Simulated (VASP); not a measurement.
**Hf: relaxation of cell and atoms with LDA**

The system is Hf.

```xyz
1
Lattice="0.0000 2.1764 2.1764 2.1764 0.0000 2.1764 2.1764 2.1764 0.0000" Properties=species:S:1:pos:R:3 pbc="T T T"
Hf    0.0000    0.0000    0.0000
```

This isn't the form of Hf at room conditions, which is hcp.

- Program: VASP 6.6.1
- Task: relaxation of cell and atoms
- Functional: LDA
- Potentials or basis: VASP PAW LDA potentials, release 64 (Hf_pv)
- Cutoff: 600 eV
- k mesh: 8 × 8 × 8
- Occupations: fermi-dirac, width 0.05 eV
- Spin: no spin polarisation
- Dipole correction: no
- Further INCAR settings: ALGO = Normal; EDIFF = 1e-06; IBRION = 2; EDIFFG = -0.01; NSW = 80; ISIF = 3

```json
{
 "Pressure after relaxing": "0.0 GPa",
 "Band gap on the k mesh": "zero (bands 5 and 6 overlap by 1.75 eV)"
}
```

Final structure:
```
CELL_PARAMETERS angstrom
0.00000 2.17637 2.17637
2.17637 0.00000 2.17637
2.17637 2.17637 0.00000
ATOMIC_POSITIONS crystal
Hf 0.00000 0.00000 0.00000
```

Levels at points of the mesh, in eV from the Fermi level:
```tsv
k point	band 1	band 2	band 3	band 4	band 5	band 6	band 7	band 8	band 9
(0.00, 0.00, 0.00)	-29.56	-29.56	-29.56	-7.42	1.35	1.35	1.35	4.41	4.41
(0.50, 0.00, 0.00)	-30.65	-29.70	-29.70	-3.88	1.03	1.09	1.09	6.80	6.80
(0.50, 0.50, 0.00)	-30.58	-29.95	-29.95	-3.62	-2.47	3.13	6.80	7.52	7.52
```

Wall time 9.9 s on 1 thread of Intel Xeon 8259CL (shared host), peak memory 0.14 GiB.

Caveat: the relaxation stopped at its first step, so nothing moved; spin-orbit coupling is left out, which moves the levels of the heavy elements.
